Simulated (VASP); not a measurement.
# Sn2PbO3: single point with PBE

Crystal: Sn2PbO3.

```
CELL_PARAMETERS angstrom
-3.96624 0.00000 0.00000
0.00000 0.00000 -5.21920
0.00000 -11.61618 0.00000
ATOMIC_POSITIONS crystal
Sn 0.00000 0.79344 0.16343
Sn 0.50000 0.20656 0.33657
Sn 0.00000 0.79344 0.83657
Sn 0.50000 0.20656 0.66343
Pb 0.00000 0.73848 0.50000
Pb 0.50000 0.26152 0.00000
O 0.50000 0.98481 0.50000
O 0.00000 0.00063 0.32836
O 0.50000 0.99937 0.17164
O 0.00000 0.01519 0.00000
O 0.00000 0.00063 0.67164
O 0.50000 0.99937 0.82836
```

* Program: VASP 6.6.1
* Task: single point
* Functional: PBE
* Potentials or basis: VASP PAW PBE potentials, release 64 (Sn_d, Pb_d, O)
* Cutoff: 600 eV
* k mesh: 4 × 4 × 1
* Occupations: gaussian, width 0.1 eV
* Spin: no spin polarisation
* Dipole correction: no
* Further INCAR settings: ALGO = Normal; EDIFF = 1e-06; NBANDS = 72

```json
{"Pressure": "0.1 GPa", "Largest force": "0.088 eV/Å", "Band gap on the k mesh": "1.62 eV (least direct gap 1.97 eV)"}
```

Forces in eV/Å, atoms in the order of the input:
```
Sn   0.000 -0.001  0.088
Sn   0.000  0.001 -0.088
Sn   0.000  0.001  0.088
Sn   0.000 -0.001 -0.088
Pb   0.000  0.000  0.054
Pb   0.000  0.000 -0.054
O    0.000  0.000 -0.008
O    0.000 -0.014  0.026
O    0.000  0.014 -0.026
O    0.000  0.000  0.008
O    0.000  0.014  0.026
O    0.000 -0.014 -0.026
```

Stress tensor (GPa, compression positive):
```
0.05 0.00 0.00
0.00 0.21 0.00
0.00 0.00 0.04
```

Levels at points of the mesh, in eV from the valence-band top:
```
           k point  band 58  band 59  band 60  band 61  band 62  band 63
(0.00, 0.00, 0.00)    -1.00    -0.44     0.00     1.97     2.92     2.94
(0.50, 0.00, 0.00)    -1.71    -1.36    -1.36     1.62     1.62     1.66
(0.00, 0.50, 0.00)    -1.22    -1.15    -1.02     1.82     1.93     2.21
(0.50, 0.50, 0.00)    -1.42    -1.10    -1.10     2.52     2.52     2.94
```

Wall time 2.7 min on 1 thread of AMD EPYC 9R45 96-Core Processor (Zen 5) (shared host), peak memory 0.41 GiB.

Caveat: the k points lie up to 0.54 Å⁻¹ apart; spin-orbit coupling is left out, which moves the levels of the heavy elements. A k mesh can miss the band edges.
